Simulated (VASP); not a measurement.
# Cl (Im-3m) in VASP: single point with LDA

Aim: the single point of Cl with LDA.

Program: VASP 6.6.1. These are calculated values, not measurements. Logs are shortened: lines on timing, memory, paths and dates and some standing lists are left out, and cuts for length are marked.

### Step 1. The cell of the first run

It takes space group Im-3m (No. 229, cubic). Conventional cell: a = 3.340 Å, b = 3.340 Å, c = 3.340 Å, α = 90.00°, β = 90.00°, γ = 90.00°. Within 3.8 Å of Cl (site symmetry m-3m) lie 14 Cl at 2.89 to 3.34 Å.

### Step 2. Single point, LDA

Contents of INCAR:

```
SYSTEM = Cl
ALGO = Normal
EDIFF = 1E-7
ENCUT = 520
GGA = CA
ISIF = 2
ISMEAR = -1
LASPH = .TRUE.
LCHARG = .FALSE.
LREAL = .FALSE.
LWAVE = .FALSE.
NBANDS = 10
NELM = 100
PREC = Accurate
SIGMA = 0.13605693000000002
```

Contents of KPOINTS:

```
k-points
0
G
  14 14 14
  0 0 0
```

Contents of POSCAR:

```
Cl
1.0
   -1.6701836842      1.6701836842      1.6701836842
    1.6701836842     -1.6701836842      1.6701836842
    1.6701836842      1.6701836842     -1.6701836842
Cl
1
Direct
    0.0000000000      0.0000000000      0.0000000000
```

Potentials or basis: VASP PAW LDA potentials, release 64 (Cl).

The run is started by

```sh
$ cat potpaw_LDA.64/Cl/POTCAR > POTCAR
$ mpirun -np 1 vasp_std > vasp.out
```

OUTCAR:

```text
SYSTEM = Cl
   EDIFF = 1E-7
   ENCUT = 520
   GGA = CA
   ISIF = 2
   ISMEAR = -1
   LASPH = .TRUE.
   LREAL = .FALSE.
   NELM = 100
   PREC = Accurate

 ion  position               nearest neighbor table
   1  0.000  0.000  0.000-

  LATTYP: Found a body centered cubic cell.
 ALAT       =     3.3403673684

  Lattice vectors:

 A1 = (  -1.6701836842,   1.6701836842,   1.6701836842)
 A2 = (   1.6701836842,  -1.6701836842,   1.6701836842)
 A3 = (   1.6701836842,   1.6701836842,  -1.6701836842)

Analysis of symmetry for initial positions (statically):
=====================================================================
 Subroutine PRICEL returns:
 Original cell was already a primitive cell.

 Routine SETGRP: Setting up the symmetry group for a
 body centered cubic supercell.

 Subroutine GETGRP returns: Found 48 space group operations
 (whereof 48 operations were pure point group operations)
 out of a pool of 48 trial point group operations.

The static configuration has the point symmetry O_h .

Analysis of symmetry for dynamics (positions and initial velocities):
=====================================================================
 Subroutine PRICEL returns:
 Original cell was already a primitive cell.

 Routine SETGRP: Setting up the symmetry group for a
 body centered cubic supercell.

 Subroutine GETGRP returns: Found 48 space group operations
 (whereof 48 operations were pure point group operations)
 out of a pool of 48 trial point group operations.

The dynamic configuration has the point symmetry O_h .

 Subroutine INISYM returns: Found 48 space group operations
 (whereof 48 operations are pure point group operations),
 and found     1 'primitive' translations

----------------------------------------------------------------------------------------

                                     Primitive cell

  volume of cell :      18.6360

  direct lattice vectors                    reciprocal lattice vectors
    -1.670183684  1.670183684  1.670183684     0.000000000  0.299368270  0.299368270
     1.670183684 -1.670183684  1.670183684     0.299368270  0.000000000  0.299368270
     1.670183684  1.670183684 -1.670183684     0.299368270  0.299368270  0.000000000

  length of vectors
     2.892842999  2.892842999  2.892842999     0.423370667  0.423370667  0.423370667

  position of ions in fractional coordinates (direct lattice)
     0.000000000  0.000000000  0.000000000

  ion indices of the primitive-cell ions
   primitive index   ion index
                 1           1

----------------------------------------------------------------------------------------

 KPOINTS: k-points

Automatic generation of k-mesh.
 Grid dimensions read from file:
 generate k-points for:   14   14   14

 Generating k-lattice:

  Cartesian coordinates                     Fractional coordinates (reciprocal lattice)
     0.000000000  0.021383448  0.021383448     0.071428571  0.000000000  0.000000000
     0.021383448  0.000000000  0.021383448     0.000000000  0.071428571  0.000000000
     0.021383448  0.021383448  0.000000000     0.000000000  0.000000000  0.071428571

  Length of vectors
     0.030240762  0.030240762  0.030240762

  Shift w.r.t. Gamma in fractional coordinates (k-lattice)
     0.000000000  0.000000000  0.000000000

 Subroutine IBZKPT returns following result:
 ===========================================

 Found    104 irreducible k-points:

 Following reciprocal coordinates:
            Coordinates               Weight
  0.000000  0.000000  0.000000      1.000000
  0.071429  0.000000  0.000000     12.000000
  0.142857  0.000000  0.000000     12.000000
  0.214286  0.000000  0.000000     12.000000
  0.285714  0.000000  0.000000     12.000000
  0.357143  0.000000  0.000000     12.000000
[... 16 lines left out ...]
  0.285714  0.285714  0.000000     24.000000
  0.357143  0.285714  0.000000     24.000000
 [... further k-points ...]
   k-points           NKPTS =    104   k-points in BZ     NKDIM =    104   number of bands    NBANDS=     10
   number of dos      NEDOS =    301   number of ions     NIONS =      1
   total plane-waves  NPLWV =  13824
   dimension x,y,z NGX =    24 NGY =   24 NGZ =   24
   dimension x,y,z NGXF=    48 NGYF=   48 NGZF=   48
   ions per type =               1
   NGX,Y,Z   is equivalent  to a cutoff of  13.79, 13.79, 13.79 a.u.
   NGXF,Y,Z  is equivalent  to a cutoff of  27.58, 27.58, 27.58 a.u.
 SYSTEM =  Cl
   PREC   = accura    normal or accurate (medium, high low for compatibility)
   ISTART =      0    job   : 0-new  1-cont  2-samecut
   ICHARG =      2    charge: 1-file 2-atom 10-const
   ISPIN  =      1    spin polarized calculation?
   LNONCOLLINEAR =      F non collinear calculations
   LSORBIT =      F    spin-orbit coupling
   LASPH  =      T    aspherical Exc in radial PAW
   ENCUT  =  520.0 eV  38.22 Ry    6.18 a.u.   5.38  5.38  5.38*2*pi/ulx,y,z
   NELM   =    100;   NELMIN=  2; NELMDL= -5     # of ELM steps
   EDIFF  = 0.1E-06   stopping-criterion for ELM
   LREAL  =      F    real-space projection
   EDIFFG = 0.1E-05   stopping-criterion for IOM
   NSW    =      0    number of steps for IOM
   IBRION =     -1    ionic relax: 0-MD 1-quasi-New 2-CG
   NFREE  =      0    steps in history (QN), initial steepest desc. (CG)
   ISIF   =      2    stress and relaxation
   ISYM   =      2    0-nonsym 1-usesym 2-fastsym
   POTIM  = 0.5000    time-step for ionic-motion
   TEBEG  =    0.0;   TEEND  =   0.0 temperature during run
   PSTRESS=    0.0 pullay stress
   NELECT =       7.0000    total number of electrons
   NUPDOWN=      -1.0000    fix difference up-down
   EMIN   =  10.00;   EMAX   =-10.00  energy-range for DOS
   EFERMI =   0.00;   METHOD = LEGACY
   ISMEAR =    -1;   SIGMA  =   0.14  broadening in eV -4-tet -1-fermi 0-gaus
   EFERMI_NEDOS =   21; number of points for ismear=-14 and -15
   IALGO  =     38    algorithm
   IMIX   =      4    mixing-type and parameters
     AMIX     =   0.40;   BMIX     =  1.00
     AMIX_MAG =   1.60;   BMIX_MAG =  1.00
  volume/ion in A,a.u.               =      18.64       125.76
  Fermi-wavevector in a.u.,A,eV,Ry     =   1.181200  2.232144 18.983289  1.395232
  Thomas-Fermi vector in A             =   2.317478
   LORBIT       =      0    0 simple, 1 ext, 2 COOP (PROOUT), +10 PAW based schemes
   GGA     = CA    functional components
   LHFCALC =     F    Hartree Fock is set to
   AEXX    =    0.0000 exact exchange contribution
   IVDW    =     0    specifies the selected vdW correction
   LEPSILON=     F    determine dielectric tensor
   LRPA    =     F    only Hartree local field effects (RPA)
 non-spin polarized calculation
  energy-cutoff  :      520.00
  volume of cell :       18.64
 maximum number of plane-waves:       531
 NGX is ok and might be reduce to    24
   NGX = 11   NGY = 11   NGZ = 11

 number of electron       7.0000001 magnetization

 Free energy of the ion-electron system (eV)
  ---------------------------------------------------
  ext. energy  EPLUGINS =         0.00000000
  ---------------------------------------------------
  free energy    TOTEN  =        -1.64185160 eV

  energy without entropy =       -1.55160386  energy(sigma->0) =       -1.59672773

 E-fermi :   3.3111     XC(G=0): -10.5994

 val. band max:        3.2782833827   @ k =   0.3571   0.2143  -0.0000
 cond. band min:       3.3375623986   @ k =   0.2857   0.2143   0.0000
 fundamental gap:      0.0592790159
 Fermi energy:         3.3110788585

 k-point     1 :       0.0000    0.0000    0.0000
  band No.  band energies     occupation
      1     -13.0136      2.00000
      2       4.1901      0.00312
      3       4.1901      0.00312
      4       4.1901      0.00312
      5      13.7280      0.00000
      6      17.3191      0.00000
      7      17.3191      0.00000
      8      17.3191      0.00000
      9      20.4669      0.00000
     10      20.4669      0.00000

 k-point     2 :       0.0714    0.0000    0.0000
  band No.  band energies     occupation
      1     -12.9279      2.00000
      2       3.7869      0.05876
      3       4.0775      0.00713
      4       4.1747      0.00350
      5      14.0678      0.00000
      6      17.0350      0.00000
      7      17.2154      0.00000
      8      17.6520      0.00000
      9      19.9373      0.00000
     10      20.3865      0.00000

 k-point     3 :       0.1429    0.0000    0.0000
  band No.  band energies     occupation
      1     -12.6765      2.00000
      2       2.7633      1.96493
      3       3.7805      0.06152
      4       4.1307      0.00483
      5      14.6196      0.00000
      6      16.3639      0.00000
      7      16.9775      0.00000
      8      18.6059      0.00000
      9      19.5720      0.00000
     10      20.2674      0.00000

 k-point     4 :       0.2143    0.0000    0.0000
  band No.  band energies     occupation
      1     -12.2803      2.00000
      2       1.4471      2.00000
      3       3.3914      0.71306
      4       4.0656      0.00778
      5      14.2486      0.00000
      6      15.5941      0.00000
      7      17.5534      0.00000
      8      20.0032      0.00000
      9      20.0754      0.00000
     10      20.3015      0.00000

 k-point     5 :       0.2857    0.0000    0.0000
  band No.  band energies     occupation
      1     -11.7811      2.00000
      2       0.0912      2.00000
      3       3.0031      1.81170
      4       3.9912      0.01340
      5      13.3597      0.00000
      6      14.9017      0.00000
      7      18.7056      0.00000
      8      20.5963      0.00000
      9      20.9218      0.00000
     10      21.9368      0.00000

 k-point     6 :       0.3571    0.0000    0.0000
  band No.  band energies     occupation
      1     -11.2556      2.00000
      2      -1.1094      2.00000
      3       2.6840      1.98027
      4       3.9226      0.02209
      5      12.5963      0.00000
      6      14.3709      0.00000
      7      19.8697      0.00000
      8      21.1833      0.00000
      9      21.8722      0.00000
     10      24.0449      0.00000
[... 183 lines left out ...]
 k-point    21 :       0.2857    0.2143    0.0000
  band No.  band energies     occupation
      1     -10.7145      2.00000
      2      -1.2517      2.00000
      3       1.0714      2.00000
      4       3.3376      0.90298
      5      13.7336      0.00000
      6      15.2557      0.00000
      7      18.3745      0.00000
      8      20.5823      0.00000
      9      23.1278      0.00000
     10      26.4912      0.00000

 k-point    22 :       0.3571    0.2143   -0.0000
  band No.  band energies     occupation
      1     -10.4596      2.00000
      2      -1.5727      2.00000
      3       0.7093      2.00000
      4       3.2783      1.11994
      5      13.5573      0.00000
      6      15.4146      0.00000
      7      18.4863      0.00000
      8      20.9393      0.00000
      9      23.4532      0.00000
     10      27.7118      0.00000

 k-point    23 :       0.2857    0.2857    0.0000
  band No.  band energies     occupation
      1     -10.4323      2.00000
      2      -1.2402      2.00000
      3       0.1967      2.00000
      4       3.2345      1.27425
      5      13.8393      0.00000
      6      15.8200      0.00000
      7      17.8853      0.00000
      8      21.2374      0.00000
      9      22.9646      0.00000
     10      27.9342      0.00000

 k-point    24 :       0.3571    0.2857    0.0000
  band No.  band energies     occupation
      1     -10.3263      2.00000
      2      -1.1198      2.00000
      3      -0.2374      2.00000
      4       3.2006      1.38501
      5      13.8565      0.00000
      6      16.2416      0.00000
      7      17.4365      0.00000
      8      21.7163      0.00000
      9      22.8605      0.00000
     10      28.6152      0.00000

 [... further k-points ...]

------------------------ aborting loop because EDIFF is reached ----------------------------------------

  FORCE on cell =-STRESS in cart. coord.  units (eV):
  Direction    XX          YY          ZZ          XY          YZ          ZX
  --------------------------------------------------------------------------------------
  -------------------------------------------------------------------------------------
  Total       -0.0515609     -0.0515609     -0.0515609      0.0000000     -0.0000000      0.0000000
  in kB       -4.4328018     -4.4328018     -4.4328018      0.0000000     -0.0000000      0.0000000
  external PRESSURE =      -4.4328018 kB  Pullay stress =       0.0000000 kB

 VOLUME and BASIS-vectors are now :
 -----------------------------------------------------------------------------
  energy-cutoff  :      520.00
  volume of cell :       18.64
      direct lattice vectors                 reciprocal lattice vectors
    -1.670183684  1.670183684  1.670183684     0.000000000  0.299368270  0.299368270
     1.670183684 -1.670183684  1.670183684     0.299368270  0.000000000  0.299368270
     1.670183684  1.670183684 -1.670183684     0.299368270  0.299368270  0.000000000

 POSITION                                       TOTAL-FORCE (eV/Angst)
 -----------------------------------------------------------------------------------
      0.00000      0.00000      0.00000        -0.000000      0.000000     -0.000000
 -----------------------------------------------------------------------------------
    total drift:                               -0.000000      0.000000      0.000000

  FREE ENERGIE OF THE ION-ELECTRON SYSTEM (eV)
  ---------------------------------------------------
  free  energy   TOTEN  =        -1.6418516030 eV

  energy  without entropy=       -1.5516038624  energy(sigma->0) =       -1.59672773
```

Wall time 12 s (1 thread of AMD EPYC 7R13 (Zen 3), shared host); peak memory 0.1 GiB.

What came out:

```
Free energy : -1.6419 eV
Pressure    : -0.4 GPa
```

Caveat: an odd number of electrons without spin polarisation forces a metal; a magnetic or distorted state may lie lower.
